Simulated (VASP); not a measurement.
# TaN (P-6m2) in VASP: notebook, part 2 of 2

VASP 6.6.1. The steps go on from the part before.

## Step 4: Single point, r2SCAN

This run uses another cell than the first one, of 10.77 Å³/atom.

POSCAR

```
TaN
1.0
    2.9364267754      0.0000000000      0.0000000000
   -1.4682133877      2.5430201838      0.0000000000
    0.0000000000      0.0000000000      2.8844422252
Ta N
1 1
Direct
    0.0000000000      0.0000000000      0.5000000000
    0.6666666667      0.3333333333      0.0000000000
```

INCAR.step1

```
SYSTEM = TaN
  PREC = Accurate
  ENCUT = 520
  ISMEAR = -1
  SIGMA = 0.15
  LREAL = .False.
  LASPH = .True.
  NELM = 80
  NBANDS = 15
  GGA = PE
  ALGO = Normal
  EDIFF = 1E-4
  LWAVE = .True.
  LCHARG = .False.
```

INCAR.step2

```
SYSTEM = TaN
  PREC = Accurate
  ENCUT = 520
  EDIFF = 1E-7
  ISMEAR = -1
  SIGMA = 0.15
  LREAL = .False.
  LASPH = .True.
  NELM = 80
  ALGO = Normal
  ISIF = 2
  LWAVE = .False.
  LCHARG = .False.
  METAGGA = R2SCAN
  LMIXTAU = .True.
  NBANDS = 15
  ISTART = 1
```

KPOINTS

```
Automatic mesh
0
Gamma
  21 21 20
  0 0 0
```

Potentials or basis: VASP PAW PBE potentials, release 64 (Ta_pv, N).

Run with:

```bash
> cat potpaw_PBE.64/Ta_pv/POTCAR potpaw_PBE.64/N/POTCAR > POTCAR
> cp INCAR.step1 INCAR
> mpirun -np 1 vasp_std > vasp.out
> cp INCAR.step2 INCAR
> mpirun -np 1 vasp_std > vasp.out
```

OUTCAR:

```text
SYSTEM = TaN
   PREC = Accurate
   ENCUT = 520
   EDIFF = 1E-7
   ISMEAR = -1
   LREAL = .False.
   LASPH = .True.
   NELM = 80
   ISIF = 2
   METAGGA = R2SCAN
   ISTART = 1

 ion  position               nearest neighbor table
   1  0.000  0.000  0.500-   2 2.23   2 2.23   2 2.23   2 2.23   2 2.23   2 2.23
   2  0.667  0.333  0.000-   1 2.23   1 2.23   1 2.23   1 2.23   1 2.23   1 2.23

  LATTYP: Found a hexagonal cell.
 ALAT       =     2.9364267754
 C/A-ratio  =     0.9822966639

  Lattice vectors:

 A1 = (   2.9364267754,   0.0000000000,   0.0000000000)
 A2 = (  -1.4682133877,   2.5430201838,   0.0000000000)
 A3 = (   0.0000000000,   0.0000000000,   2.8844422252)

Analysis of symmetry for initial positions (statically):
=====================================================================
 Subroutine PRICEL returns:
 Original cell was already a primitive cell.

 Routine SETGRP: Setting up the symmetry group for a
 hexagonal supercell.

 Subroutine GETGRP returns: Found 12 space group operations
 (whereof 12 operations were pure point group operations)
 out of a pool of 24 trial point group operations.

The static configuration has the point symmetry D_3h.
[... 175 lines left out ...]
      6       3.4007      2.00000
      7       3.8237      2.00000
      8       5.0711      2.00000
      9      10.7244      0.00000
     10      11.9753      0.00000
     11      11.9753      0.00000
     12      12.4552      0.00000
     13      12.4552      0.00000
     14      18.8346      0.00000
[... 401 lines left out ...]
      2     -27.8417      2.00000
      3     -27.7991      2.00000
      4      -9.4706      2.00000
      5       1.1327      2.00000
      6       3.7484      2.00000
      7       4.0331      2.00000
      8       5.0642      2.00000
      9      10.2876      0.00000
     10      11.6584      0.00000
     11      12.5717      0.00000
     12      13.7916      0.00000
     13      14.0114      0.00000
     14      18.8347      0.00000
     15      22.3580      0.00000

 [... further k-points ...]

------------------------ aborting loop because EDIFF is reached ----------------------------------------

  FORCE on cell =-STRESS in cart. coord.  units (eV):
  Direction    XX          YY          ZZ          XY          YZ          ZX
  --------------------------------------------------------------------------------------
  -------------------------------------------------------------------------------------
  Total        0.2009652      0.2009652      0.2328606      0.0000000      0.0000000      0.0000000
  in kB       14.9486044     14.9486044     17.3211094      0.0000000      0.0000000      0.0000000
  external PRESSURE =      15.7394394 kB  Pullay stress =       0.0000000 kB

 VOLUME and BASIS-vectors are now :
 -----------------------------------------------------------------------------
  energy-cutoff  :      520.00
  volume of cell :       21.54
      direct lattice vectors                 reciprocal lattice vectors
     2.936426775  0.000000000  0.000000000     0.340549953  0.196616607  0.000000000
    -1.468213388  2.543020184  0.000000000     0.000000000  0.393233214  0.000000000
     0.000000000  0.000000000  2.884442225     0.000000000  0.000000000  0.346687478

 POSITION                                       TOTAL-FORCE (eV/Angst)
 -----------------------------------------------------------------------------------
      0.00000      0.00000      1.44222         0.000000     -0.000000      0.000000
      1.46821      0.84767      0.00000        -0.000000      0.000000      0.000000
 -----------------------------------------------------------------------------------
    total drift:                                0.000000     -0.000000      0.000000

  FREE ENERGIE OF THE ION-ELECTRON SYSTEM (eV)
  ---------------------------------------------------
  free  energy   TOTEN  =       -60.3979909502 eV

  energy  without entropy=      -60.3911014387  energy(sigma->0) =      -60.39454619
```

OUTCAR.step1:

```text
SYSTEM = TaN
   PREC = Accurate
   ENCUT = 520
   ISMEAR = -1
   LREAL = .False.
   LASPH = .True.
[... 654 lines left out ...]
      0.00000      0.00000      1.44222         0.000000      0.000000      0.000000
      1.46821      0.84767      0.00000        -0.000000      0.000000      0.000000
 -----------------------------------------------------------------------------------
    total drift:                               -0.000000      0.000000      0.000000

  FREE ENERGIE OF THE ION-ELECTRON SYSTEM (eV)
  ---------------------------------------------------
  free  energy   TOTEN  =       -22.4432249529 eV

  energy  without entropy=      -22.4339571710  energy(sigma->0) =      -22.43859106
```

OSZICAR.step1:

```text
N       E                     dE             d eps       ncg     rms          rms(c)
DAV:   1     0.945476430577E+02    0.94548E+02   -0.88660E+03 15872   0.112E+03
DAV:   2    -0.219151382310E+02   -0.11646E+03   -0.11029E+03 19095   0.306E+02
DAV:   3    -0.249683047454E+02   -0.30532E+01   -0.30403E+01 17933   0.480E+01
DAV:   4    -0.249809868090E+02   -0.12682E-01   -0.12679E-01 20775   0.337E+00
DAV:   5    -0.249810585981E+02   -0.71789E-04   -0.71786E-04 18185   0.240E-01    0.235E+01
DAV:   6    -0.225248303847E+02    0.24562E+01   -0.40472E+00 20609   0.237E+01    0.990E+00
DAV:   7    -0.224712781627E+02    0.53552E-01   -0.60461E-01 17422   0.617E+00    0.698E+00
DAV:   8    -0.224520111867E+02    0.19267E-01   -0.15719E-01 19788   0.339E+00    0.169E+00
DAV:   9    -0.224432248626E+02    0.87863E-02   -0.17625E-02 17653   0.111E+00    0.178E-01
DAV:  10    -0.224432967112E+02   -0.71849E-04   -0.12435E-03 19424   0.393E-01    0.977E-02
DAV:  11    -0.224432249529E+02    0.71758E-04   -0.86210E-05 11058   0.100E-01
   1 F= -.22443225E+02 E0= -.22438591E+02  d E =-.926778E-02
```

Run time: 11 min. Hardware: 1 thread of Intel Xeon 8259CL, shared host; peak memory 0.29 GiB.

What came out:

| Quantity | Value |
| --- | --- |
| Free energy | -60.3980 eV |
| Pressure | 1.6 GPa |
| Band gap on the k mesh | zero (bands 8 and 9 overlap by 0.48 eV) |

Levels at points of the mesh, in eV from the Fermi level:
```tsv
k point	band 4	band 5	band 6	band 7	band 8	band 9	band 10	band 11	band 12	band 13
(0.00, 0.00, 0.00)	-18.82	-4.83	-4.83	-4.40	-3.16	2.50	3.75	3.75	4.23	4.23
(0.00, 0.00, 0.50)	-16.18	-9.73	-3.97	-3.97	-0.09	-0.09	2.37	3.63	3.63	8.89
```

Caveat: the PAW data sets were made with another functional, which shifts forces and pressure a little; spin-orbit coupling is left out, which moves the levels of the heavy elements.

## Step 5: Overview

| cell | k mesh | smearing | gap on the mesh (eV) | pressure (GPa) |
| --- | --- | --- | --- | --- |
| a = 2.940, b = 2.940, c = 2.890 Å, angles 90.0, 90.0, 120.0°, 2 atoms | 9 × 9 × 6 | gaussian 0.1 eV | none | -0.1 |
| a = 2.936, b = 2.936, c = 2.885 Å, angles 90.0, 90.0, 120.0°, 2 atoms | 21 × 21 × 20 | gaussian 0.1 eV | none | 1.6 |
| a = 2.936, b = 2.936, c = 2.884 Å, angles 90.0, 90.0, 120.0°, 2 atoms | 21 × 21 × 20 | fermi-dirac 0.15 eV | none | 1.6 |

Alike in all rows: task single point; level r2SCAN; potentials or basis VASP PAW PBE potentials, release 64 (Ta_pv, N); no spin polarisation; cutoff (eV) 520.

Caveats: some runs use coarse meshes; the PAW data sets were made with another functional, which shifts forces and pressure a little; spin-orbit coupling is left out, which moves the levels of the heavy elements.

Total energies depend on the potentials used, so only differences within one code and one set of settings carry meaning.
